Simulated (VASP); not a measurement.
# InSe5 (P4/mmm) in VASP: relaxation of cell and atoms with PBE

Aim: the relaxation of cell and atoms of InSe5 with PBE.

Everything below comes from runs of VASP 6.6.1. Logs are shortened: lines on timing, memory, paths and dates and some standing lists are left out, and cuts for length are marked.

### 1 The cell of the first run

The structure is tetragonal, space group P4/mmm (No. 123). The conventional cell has a = 4.183 Å, b = 4.183 Å, c = 9.611 Å, α = 90.00°, β = 90.00°, γ = 90.00°. Within 3.9 Å of In (site symmetry 4/mmm) lie 6 Se at 2.96 to 3.04 Å. Within 3.6 Å of Se (site symmetry mmm) lie 8 Se at 2.74 to 2.96 Å. Within 3.6 Å of Se (site symmetry 4mm) lie 5 Se at 2.74 to 3.54 Å and 1 In at 3.04 Å. Se (site symmetry 4/mmm) has 4 In at 2.96 Å within 3.9 Å.

The cell was generated, and may not be a known phase.

### 2 Relaxation of cell and atoms, PBE

Input file INCAR:

```
SYSTEM = InSe5
PREC = Accurate
ENCUT = 600
EDIFF = 1E-7
ISMEAR = 0
SIGMA = 0.1
LREAL = .FALSE.
LASPH = .TRUE.
NELM = 100
ALGO = Normal
ISIF = 3
LWAVE = .FALSE.
LCHARG = .FALSE.
GGA = PE
IBRION = 2
NSW = 100
EDIFFG = -0.01
```

Input file KPOINTS:

```
regular mesh
0
G
  10 10 4
  0 0 0
```

Input file POSCAR:

```
InSe5
1.0
    4.1825760526      0.0000000000      0.0000000000
    0.0000000000      4.1825760526      0.0000000000
    0.0000000000      0.0000000000      9.6112344137
In Se
1 5
Direct
    0.5000000000      0.5000000000      0.0000000000
    0.0000000000      0.5000000000      0.5000000000
    0.5000000000      0.0000000000      0.5000000000
    0.5000000000      0.5000000000      0.3159010342
    0.5000000000      0.5000000000      0.6840989658
    0.0000000000      0.0000000000      0.0000000000
```

Potentials or basis: VASP PAW PBE potentials, release 64 (In_d, Se).

On the command line:

```bash
> cat potpaw_PBE.64/In_d/POTCAR potpaw_PBE.64/Se/POTCAR > POTCAR
> mpirun -np 1 vasp_std > vasp.out
```

OUTCAR:

```text
SYSTEM = InSe5
   PREC = Accurate
   ENCUT = 600
   EDIFF = 1E-7
   ISMEAR = 0
   LREAL = .FALSE.
   LASPH = .TRUE.
   NELM = 100
   ISIF = 3
   GGA = PE
   IBRION = 2
   NSW = 100
   EDIFFG = -0.01

 ion  position               nearest neighbor table
   1  0.500  0.500  0.000-   6 2.96   6 2.96   6 2.96   6 2.96   4 3.04   5 3.04
   2  0.000  0.500  0.500-   4 2.74   5 2.74   4 2.74   5 2.74
   3  0.500  0.000  0.500-   4 2.74   5 2.74   4 2.74   5 2.74
   4  0.500  0.500  0.316-   2 2.74   3 2.74   3 2.74   2 2.74   1 3.04
   5  0.500  0.500  0.684-   2 2.74   3 2.74   3 2.74   2 2.74   1 3.04
   6  0.000  0.000  0.000-   1 2.96   1 2.96   1 2.96   1 2.96

  LATTYP: Found a simple tetragonal cell.
 ALAT       =     4.1825760526
 C/A-ratio  =     2.2979222118

  Lattice vectors:

 A1 = (   4.1825760526,   0.0000000000,   0.0000000000)
 A2 = (   0.0000000000,   4.1825760526,   0.0000000000)
 A3 = (   0.0000000000,   0.0000000000,   9.6112344137)

Analysis of symmetry for initial positions (statically):
=====================================================================
 Subroutine PRICEL returns:
 Original cell was already a primitive cell.

 Routine SETGRP: Setting up the symmetry group for a
 simple tetragonal supercell.

 Subroutine GETGRP returns: Found 16 space group operations
 (whereof 16 operations were pure point group operations)
 out of a pool of 16 trial point group operations.

The static configuration has the point symmetry D_4h.

Analysis of symmetry for dynamics (positions and initial velocities):
=====================================================================
 Subroutine PRICEL returns:
 Original cell was already a primitive cell.

 Routine SETGRP: Setting up the symmetry group for a
 simple tetragonal supercell.

 Subroutine GETGRP returns: Found 16 space group operations
 (whereof 16 operations were pure point group operations)
 out of a pool of 16 trial point group operations.

The dynamic configuration has the point symmetry D_4h.

 Subroutine INISYM returns: Found 16 space group operations
 (whereof 16 operations are pure point group operations),
 and found     1 'primitive' translations

----------------------------------------------------------------------------------------

                                     Primitive cell

  volume of cell :     168.1384

  direct lattice vectors                    reciprocal lattice vectors
[... 105 lines left out ...]
   PSTRESS=    0.0 pullay stress
   NELECT =      43.0000    total number of electrons
   NUPDOWN=      -1.0000    fix difference up-down
   EMIN   =  10.00;   EMAX   =-10.00  energy-range for DOS
   EFERMI =   0.00;   METHOD = LEGACY
   ISMEAR =     0;   SIGMA  =   0.10  broadening in eV -4-tet -1-fermi 0-gaus
   EFERMI_NEDOS =   21; number of points for ismear=-14 and -15
   IALGO  =     38    algorithm
   IMIX   =      4    mixing-type and parameters
     AMIX     =   0.40;   BMIX     =  1.00
     AMIX_MAG =   1.60;   BMIX_MAG =  1.00
  volume/ion in A,a.u.               =      28.02       189.11
  Fermi-wavevector in a.u.,A,eV,Ry     =   1.039143  1.963696 14.691821  1.079818
  Thomas-Fermi vector in A             =   2.173660
   LORBIT       =      0    0 simple, 1 ext, 2 COOP (PROOUT), +10 PAW based schemes
   GGA     = PE    functional components
   LHFCALC =     F    Hartree Fock is set to
   AEXX    =    0.0000 exact exchange contribution
   IVDW    =     0    specifies the selected vdW correction
   LEPSILON=     F    determine dielectric tensor
   LRPA    =     F    only Hartree local field effects (RPA)
 conjugate gradient relaxation of ions
 non-spin polarized calculation
 Gauss-broadening in eV      SIGMA  =   0.10
  energy-cutoff  :      600.00
  volume of cell :      168.14
 maximum number of plane-waves:      5659
 NGX is ok and might be reduce to    36
   NGX = 17   NGY = 17   NGZ = 39

--------------------------------------- Ionic step        1  -------------------------------------------

 number of electron      42.9999998 magnetization

 Free energy of the ion-electron system (eV)
  ---------------------------------------------------
  ext. energy  EPLUGINS =         0.00000000
  ---------------------------------------------------
  free energy    TOTEN  =       -18.74600303 eV

  energy without entropy =      -18.72585979  energy(sigma->0) =      -18.73593141

------------------------ aborting loop because EDIFF is reached ----------------------------------------

  FORCE on cell =-STRESS in cart. coord.  units (eV):
  Direction    XX          YY          ZZ          XY          YZ          ZX
  --------------------------------------------------------------------------------------
  -------------------------------------------------------------------------------------
  Total        0.2625356      0.2625356      0.2927724      0.0000000      0.0000000     -0.0000000
  in kB        2.5016808      2.5016808      2.7898052      0.0000000      0.0000000     -0.0000000
  external PRESSURE =       2.5977223 kB  Pullay stress =       0.0000000 kB
[... 227 lines left out ...]
--------------------------------------- Ionic step        7  -------------------------------------------

 number of electron      42.9999998 magnetization

 Free energy of the ion-electron system (eV)
  ---------------------------------------------------
  ext. energy  EPLUGINS =         0.00000000
  ---------------------------------------------------
  free energy    TOTEN  =       -18.74728218 eV

  energy without entropy =      -18.72723038  energy(sigma->0) =      -18.73725628

 E-fermi :   3.2565     XC(G=0):  -8.8474

 val. band max:        3.2462222802   @ k =   0.4000   0.1000   0.0000
 cond. band min:       3.2593769379   @ k =   0.4000   0.2000   0.5000
 fundamental gap:      0.0131546577
 Fermi energy:         3.2564996133

 k-point     1 :       0.0000    0.0000    0.0000
  band No.  band energies     occupation
      1     -13.1215      2.00000
      2     -11.2648      2.00000
      3     -11.0909      2.00000
      4     -11.0909      2.00000
      5     -11.0847      2.00000
      6     -11.0677      2.00000
[... 661 lines left out ...]
     24       4.2137      0.00000
     25       4.4484      0.00000

 [... further k-points ...]

------------------------ aborting loop because EDIFF is reached ----------------------------------------

  FORCE on cell =-STRESS in cart. coord.  units (eV):
  Direction    XX          YY          ZZ          XY          YZ          ZX
  --------------------------------------------------------------------------------------
  -------------------------------------------------------------------------------------
  Total        0.0172056      0.0172056     -0.0333460      0.0000000      0.0000000      0.0000000
  in kB        0.1636364      0.1636364     -0.3171414      0.0000000      0.0000000      0.0000000
  external PRESSURE =       0.0033772 kB  Pullay stress =       0.0000000 kB
[... 21 lines left out ...]
  FREE ENERGIE OF THE ION-ELECTRON SYSTEM (eV)
  ---------------------------------------------------
  free  energy   TOTEN  =       -18.7472821844 eV

  energy  without entropy=      -18.7272303838  energy(sigma->0) =      -18.73725628

 reached required accuracy - stopping structural energy minimisation
```

OSZICAR:

```text
N       E                     dE             d eps       ncg     rms          rms(c)
DAV:   1     0.368362048214E+03    0.36836E+03   -0.19842E+04  3150   0.178E+03
[... 69 lines left out ...]
DAV:   3    -0.187473238320E+02    0.29780E-03   -0.88826E-04  4478   0.275E-01    0.372E-02
DAV:   4    -0.187472917849E+02    0.32047E-04   -0.14308E-04  4390   0.803E-02    0.212E-02
DAV:   5    -0.187472837543E+02    0.80306E-05   -0.21827E-05  4180   0.303E-02    0.141E-02
DAV:   6    -0.187472819090E+02    0.18453E-05   -0.59544E-06  4221   0.178E-02    0.348E-03
DAV:   7    -0.187472820182E+02   -0.10921E-06   -0.73365E-07  4418   0.631E-03    0.242E-03
DAV:   8    -0.187472821316E+02   -0.11341E-06   -0.75297E-08  1890   0.166E-03    0.454E-04
DAV:   9    -0.187472821844E+02   -0.52736E-07   -0.14588E-08  1818   0.106E-03
   7 F= -.18747282E+02 E0= -.18737256E+02  d E =-.313022E-03
```

Run time: 38 min. Hardware: 1 thread of AMD EPYC 7R43 (Zen 3), shared host; peak memory 0.5 GiB.

Results:

- Free energy: -18.7473 eV
- Relaxed volume: 28.08 Å³/atom
- Relaxed cell: a = 4.182 Å, b = 4.182 Å, c = 9.631 Å, α = 90.00°, β = 90.00°, γ = 90.00°
- Space group after relaxing (to 0.1 Å): P4/mmm (No. 123)
- Energy gained by relaxing: 0.2 meV/atom
- Ionic steps: 7
- Pressure after relaxing: 0.0 GPa
- Largest force after relaxing: 0.004 eV/Å
- Band gap on the k mesh: zero (an odd number of electrons rules out a gap without spin polarisation)

Forces in eV/Å, atoms in the order of the input:
```
In   0.000  0.000  0.000
Se   0.000  0.000  0.000
Se   0.000  0.000  0.000
Se   0.000  0.000 -0.004
Se   0.000  0.000  0.004
Se   0.000  0.000  0.000
```

The path:
```
step  energy change (eV)  largest force (eV/Å)  pressure (GPa)  volume (Å³)
   1              0.0000                0.0870            0.26       168.14
   2             -0.0009                0.0111           -0.12       169.25
   3             -0.0010                0.0282           -0.03       168.99
   4             -0.0011                0.0239           -0.03       168.90
   5             -0.0013                0.0112           -0.01       168.62
   6             -0.0011                0.0139            0.03       168.07
   7             -0.0013                0.0037            0.00       168.46
```

Final structure:
```
In Se
1.0
     4.18232    0.00000    0.00000
     0.00000    4.18232    0.00000
     0.00000    0.00000    9.63089
In Se
1 5
Cartesian
  2.0912 2.0912 0.0000
  0.0000 2.0912 4.8154
  2.0912 0.0000 4.8154
  2.0912 2.0912 3.0308
  2.0912 2.0912 6.6001
  0.0000 0.0000 0.0000
```

Caveat: spin-orbit coupling is left out, which moves the levels of the heavy elements.
